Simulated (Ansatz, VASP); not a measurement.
CrGa3: VASP beside Ansatz

```
Ga Cr
1.0
     0.00000    3.25710    3.25710
     3.25710    0.00000    3.25710
     3.25710    3.25710    0.00000
Ga Cr
3 1
Direct
  0.25000 0.25000 0.25000
  0.75000 0.75000 0.75000
  0.50000 0.50000 0.50000
  0.00000 0.00000 0.00000
```

Alike in both runs: task relaxation of cell and atoms; functional PBE; k mesh 12 × 12 × 12; occupations gaussian, width 0.1 eV; no spin polarisation.

|  | VASP | Ansatz |
| --- | --- | --- |
| version | VASP 6.6.1 | Ansatz 0.2.0 |
| potentials or method | VASP PAW PBE potentials, release 64 (Ga_d, Cr_pv), cutoff 600 eV | scalar-relativistic, plane waves, PAW |
| valence electrons in the cell | 51 | 53 |

VASP gave:

| Property | Result |
| --- | --- |
| gap on the k mesh at the Fermi level, each at its own relaxed structure (eV) | none |
| relaxed volume (Å³/atom) | 15.48 |
| relaxed length of the cell vector where the two differ most in proportion (Å) | 4.440 |

Question: Which values does Ansatz return?

Answer: gap on the k mesh at the Fermi level, each at its own relaxed structure (eV): none; relaxed volume (Å³/atom): 15.47; relaxed length of the cell vector where the two differ most in proportion (Å): 4.439.

A gap of «none» marks a metal or a gap that the smearing closes. VASP's potentials hold 51 valence electrons a cell and Ansatz's 53, so a difference there can come from the potentials and not from the codes.
